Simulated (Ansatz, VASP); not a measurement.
## ZnSe: VASP beside Ansatz

INCAR

```
SYSTEM = ZnSe
PREC     = Accurate       ! precision mode
ENCUT    = 520            ! plane-wave cutoff, eV
EDIFF    = 1E-7           ! SCF threshold, eV
ISMEAR   = 0              ! smearing method
SIGMA    = 0.05           ! smearing width, eV
LREAL    = .False.        ! projectors in reciprocal space
LASPH    = .True.         ! aspherical terms in the spheres
NELM     = 80             ! most SCF steps
ALGO     = Normal         ! electronic algorithm
ISIF     = 2              ! what is computed and relaxed
LWAVE    = .False.        ! write WAVECAR
LCHARG   = .False.        ! write CHGCAR
NBANDS   = 16             ! bands
```

Contents of KPOINTS:

```
Automatic mesh
0
Gamma
  10 10 10
  0 0 0
```

Contents of POSCAR:

```
ZnSe
1.0
    0.0000000000      2.9915496886      2.5428172353
    2.9915496886      0.0000000000      2.5428172353
    2.9915496886      2.9915496886      0.0000000000
Zn Se
1 1
Direct
    0.0000000000      0.0000000000      0.0000000000
    0.7500000000      0.7500000000      0.7500000000
```

Input for Ansatz:

```yaml
crystal:
  lattice:
    - [0.0, 2.9915496886, 2.5428172353]
    - [2.9915496886, 0.0, 2.5428172353]
    - [2.9915496886, 2.9915496886, 0.0]
  atoms:
    - { symbol: Zn, position: [0.0, 0.0, 0.0] }
    - { symbol: Se, position: [0.75, 0.75, 0.75] }
basis:
  ecutwfc: 420
kpoints:
  mp_grid: { grid: [10, 10, 10] }
hamiltonian:
  xc: lda
scf:
  occupations: { method: gaussian, width: 0.05 }
output:
  forces: true
  stress: true
  eigenvalues: true
```

Alike in both runs: task single point; functional LDA; k mesh 10 × 10 × 10; occupations gaussian, width 0.05 eV; no spin polarisation.

|  | VASP | Ansatz |
| --- | --- | --- |
| version | VASP 6.6.1 | Ansatz 0.2.0 |
| potentials or method | VASP PAW LDA potentials, release 64 (Zn, Se), cutoff 520 eV | scalar-relativistic, plane waves, PAW |
| valence electrons in the cell | 18 | 28 |

VASP gave:

```
gap on the k mesh at the Fermi level (eV)                     : 0.70
least direct gap on the mesh (eV)                             : 0.70
pressure (GPa)                                                : -3.6
traceless stress, the component that is largest in VASP (GPa) : 3.22
```

Task: Which values does Ansatz return?

Result: gap on the k mesh at the Fermi level (eV): 0.67; least direct gap on the mesh (eV): 0.67; pressure (GPa): -3.9; traceless stress, the component that is largest in VASP (GPa): 3.26.

LDA's correlation is that of Perdew and Zunger in VASP and of Perdew and Wang (1992) in Ansatz. VASP's potentials hold 18 valence electrons a cell and Ansatz's 28, so a difference there can come from the potentials and not from the codes.
